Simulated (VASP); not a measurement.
# Ti (Fm-3m) in VASP: notebook

Aim: see how the results for Ti move with the level of theory and the settings. Levels: PBEsol, RPBE. Tasks: single point.

All numbers are computed with VASP 6.6.1; they aren't measurements. Logs are shortened: lines on timing, memory, paths and dates and some standing lists are left out, and cuts for length are marked.

## Step 1: The cell of the first run

It takes space group Fm-3m (No. 225, cubic). The conventional cell has a = 4.060 Å, b = 4.060 Å, c = 4.060 Å, α = 90.00°, β = 90.00°, γ = 90.00°. Ti (site symmetry m-3m) has 12 Ti at 2.87 Å within 3.8 Å.

## Step 2: Single point, PBEsol

File INCAR:

```
PREC = Accurate
ENCUT = 520
EDIFF = 1E-7
ISMEAR = 0
SIGMA = 0.02
LREAL = False
LASPH = True
NELM = 80
ALGO = Normal
ISIF = 2
LWAVE = False
LCHARG = False
GGA = PS
NBANDS = 12
```

File KPOINTS:

```
Automatic mesh
0
Gamma
  11 11 11
```

File POSCAR:

```
Ti
1.0
    2.8708535300      0.0000000000      0.0000000000
    1.4354267650      2.4862320875      0.0000000000
    1.4354267650      0.8287440292      2.3440420916
Ti
1
Direct
    0.0000000000      0.0000000000      0.0000000000
```

Potentials or basis: VASP PAW PBE potentials, release 64 (Ti_sv).

Started as:

```bash
> cat potpaw_PBE.64/Ti_sv/POTCAR > POTCAR
> mpirun -np 1 vasp_std > vasp.out
```

OUTCAR:

```text
PREC = Accurate
   ENCUT = 520
   EDIFF = 1E-7
   ISMEAR = 0
   LREAL = False
   LASPH = True
   NELM = 80
   ISIF = 2
   GGA = PS

 ion  position               nearest neighbor table
   1  0.000  0.000  0.000-

  LATTYP: Found a face centered cubic cell.
 ALAT       =     4.0599999977

  Lattice vectors:

 A1 = (   2.8708535300,   0.0000000000,   0.0000000000)
 A2 = (   1.4354267650,   2.4862320875,   0.0000000000)
 A3 = (   1.4354267650,   0.8287440292,   2.3440420916)

Analysis of symmetry for initial positions (statically):
=====================================================================
 Subroutine PRICEL returns:
 Original cell was already a primitive cell.

 Routine SETGRP: Setting up the symmetry group for a
 face centered cubic supercell.

 Subroutine GETGRP returns: Found 48 space group operations
 (whereof 48 operations were pure point group operations)
 out of a pool of 48 trial point group operations.

The static configuration has the point symmetry O_h .

Analysis of symmetry for dynamics (positions and initial velocities):
=====================================================================
 Subroutine PRICEL returns:
 Original cell was already a primitive cell.

 Routine SETGRP: Setting up the symmetry group for a
 face centered cubic supercell.

 Subroutine GETGRP returns: Found 48 space group operations
 (whereof 48 operations were pure point group operations)
 out of a pool of 48 trial point group operations.

The dynamic configuration has the point symmetry O_h .

 Subroutine INISYM returns: Found 48 space group operations
 (whereof 48 operations are pure point group operations),
 and found     1 'primitive' translations

----------------------------------------------------------------------------------------

                                     Primitive cell

  volume of cell :      16.7309

  direct lattice vectors                    reciprocal lattice vectors
     2.870853530  0.000000000  0.000000000     0.348328464 -0.201107532 -0.142204500
     1.435426765  2.486232087  0.000000000     0.000000000  0.402215065 -0.142204500
     1.435426765  0.828744029  2.344042092     0.000000000  0.000000000  0.426613500

  length of vectors
     2.870853530  2.870853530  2.870853530     0.426613500  0.426613500  0.426613500

  position of ions in fractional coordinates (direct lattice)
     0.000000000  0.000000000  0.000000000

  ion indices of the primitive-cell ions
   primitive index   ion index
                 1           1

[... 76 lines left out ...]
   NFREE  =      0    steps in history (QN), initial steepest desc. (CG)
   ISIF   =      2    stress and relaxation
   ISYM   =      2    0-nonsym 1-usesym 2-fastsym
   POTIM  = 0.5000    time-step for ionic-motion
   TEBEG  =    0.0;   TEEND  =   0.0 temperature during run
   PSTRESS=    0.0 pullay stress
   NELECT =      12.0000    total number of electrons
   NUPDOWN=      -1.0000    fix difference up-down
   EMIN   =  10.00;   EMAX   =-10.00  energy-range for DOS
   EFERMI =   0.00;   METHOD = LEGACY
   ISMEAR =     0;   SIGMA  =   0.02  broadening in eV -4-tet -1-fermi 0-gaus
   EFERMI_NEDOS =   21; number of points for ismear=-14 and -15
   IALGO  =     38    algorithm
   IMIX   =      4    mixing-type and parameters
     AMIX     =   0.40;   BMIX     =  1.00
     AMIX_MAG =   1.60;   BMIX_MAG =  1.00
  volume/ion in A,a.u.               =      16.73       112.91
  Fermi-wavevector in a.u.,A,eV,Ry     =   1.465421  2.769245 29.217967  2.147460
  Thomas-Fermi vector in A             =   2.581280
   LORBIT       =      0    0 simple, 1 ext, 2 COOP (PROOUT), +10 PAW based schemes
   GGA     = PS    functional components
   LHFCALC =     F    Hartree Fock is set to
   AEXX    =    0.0000 exact exchange contribution
   IVDW    =     0    specifies the selected vdW correction
   LEPSILON=     F    determine dielectric tensor
   LRPA    =     F    only Hartree local field effects (RPA)
 non-spin polarized calculation
 Gauss-broadening in eV      SIGMA  =   0.02
  energy-cutoff  :      520.00
  volume of cell :       16.73
 maximum number of plane-waves:       463
 NGX is ok and might be reduce to    24
   NGX = 11   NGY = 11   NGZ = 11

 number of electron      12.0000002 magnetization

 Free energy of the ion-electron system (eV)
  ---------------------------------------------------
  ext. energy  EPLUGINS =         0.00000000
  ---------------------------------------------------
  free energy    TOTEN  =        -8.28906488 eV

  energy without entropy =       -8.28902396  energy(sigma->0) =       -8.28904442

 E-fermi :   8.4798     XC(G=0): -11.8124

 val. band max:        8.4637394615   @ k =   0.1818   0.1818   0.0000
 cond. band min:       8.5260973873   @ k =   0.2727  -0.0000   0.0000
 fundamental gap:      0.0623579258
 Fermi energy:         8.4797847323

 k-point     1 :       0.0000    0.0000    0.0000
  band No.  band energies     occupation
      1     -47.8929      2.00000
      2     -23.8014      2.00000
      3     -23.8014      2.00000
      4     -23.8014      2.00000
      5       2.3091      2.00000
      6       9.4127      0.00000
      7       9.4127      0.00000
      8       9.4127      0.00000
      9      11.1237      0.00000
     10      11.1237      0.00000
     11      23.9742      0.00000
     12      28.5827      0.00000
[... 331 lines left out ...]
 k-point    24 :      -0.1818    0.1818   -0.0000
  band No.  band energies     occupation
      1     -47.7969      2.00000
      2     -24.2262      2.00000
      3     -23.9757      2.00000
      4     -23.8500      2.00000
      5       4.8488      2.00000
      6       8.3038      2.00000
      7       9.3182      0.00000
      8      10.3120      0.00000
      9      10.3455      0.00000
     10      12.1394      0.00000
     11      22.3138      0.00000
     12      22.8610      0.00000

 [... further k-points ...]
[... 5 lines left out ...]
  --------------------------------------------------------------------------------------
  -------------------------------------------------------------------------------------
  Total       -0.1212083     -0.1212083     -0.1212083      0.0000000     -0.0000000      0.0000000
  in kB      -11.6071329    -11.6071329    -11.6071329      0.0000000     -0.0000000      0.0000000
  external PRESSURE =     -11.6071329 kB  Pullay stress =       0.0000000 kB

 VOLUME and BASIS-vectors are now :
 -----------------------------------------------------------------------------
  energy-cutoff  :      520.00
  volume of cell :       16.73
      direct lattice vectors                 reciprocal lattice vectors
     2.870853530  0.000000000  0.000000000     0.348328464 -0.201107532 -0.142204500
     1.435426765  2.486232087  0.000000000     0.000000000  0.402215065 -0.142204500
     1.435426765  0.828744029  2.344042092     0.000000000  0.000000000  0.426613500

 POSITION                                       TOTAL-FORCE (eV/Angst)
 -----------------------------------------------------------------------------------
      0.00000      0.00000      0.00000         0.000000     -0.000000      0.000000
 -----------------------------------------------------------------------------------
    total drift:                               -0.000000     -0.000000     -0.000000

  FREE ENERGIE OF THE ION-ELECTRON SYSTEM (eV)
  ---------------------------------------------------
  free  energy   TOTEN  =        -8.2890648828 eV

  energy  without entropy=       -8.2890239572  energy(sigma->0) =       -8.28904442
```

Run time: 9.1 s. Hardware: 1 thread of AMD EPYC 9R45 (Zen 5), shared host; peak memory 0.11 GiB.

What came out:

* Free energy: -8.2891 eV
* Pressure: -1.2 GPa
* Band gap on the k mesh: zero (band 6 reaches 9.41 eV, above the bottom of band 7 at 8.22 eV)

Caveat: the PAW data sets were made with another functional, which shifts forces and pressure a little.

## Step 3: Single point, RPBE

This run uses another cell than the first one, of 17.91 Å³/atom, 1.070 times its volume.

File INCAR:

```
SYSTEM = Ti
  ALGO = Normal
  EDIFF = 1E-6
  ENCUT = 520
  GGA = RP
  ISIF = 2
  ISMEAR = -1
  LASPH = .True.
  LCHARG = .True.
  LELF = .True.
  LREAL = .False.
  LVHAR = .True.
  LWAVE = .False.
  NBANDS = 12
  NELM = 80
  PREC = Accurate
  SIGMA = 0.05
```

File KPOINTS:

```
k-points
0
Gamma
  11 11 11
  0 0 0
```

File POSCAR:

```
Ti
1.0
    0.0000000000      2.0764476347      2.0764476347
    2.0764476347      0.0000000000      2.0764476347
    2.0764476347      2.0764476347      0.0000000000
Ti
1
Direct
    0.0000000000      0.0000000000      0.0000000000
```

Potentials or basis: VASP PAW PBE potentials, release 64 (Ti_sv).

Started as:

```bash
> cat potpaw_PBE.64/Ti_sv/POTCAR > POTCAR
> mpirun -np 1 vasp_std > vasp.out
```

Run time: 8.6 s. Hardware: 1 thread of AMD EPYC 9R45 (Zen 5), shared host; peak memory 0.11 GiB.

Results (log left out):

```yaml
Free_energy: -7.3883 eV
Pressure: -0.3 GPa
Band_gap_on_the_k_mesh: zero (band 6 reaches 8.88 eV, above the bottom of band 7 at 7.75 eV)
```

Levels at points of the mesh, in eV from the Fermi level:
```tsv
k point	band 4	band 5	band 6	band 7	band 8	band 9
(0.00, 0.00, 0.00)	-32.72	-6.03	0.87	0.87	0.87	2.45
```

Caveat: the PAW data sets were made with another functional, which shifts forces and pressure a little.
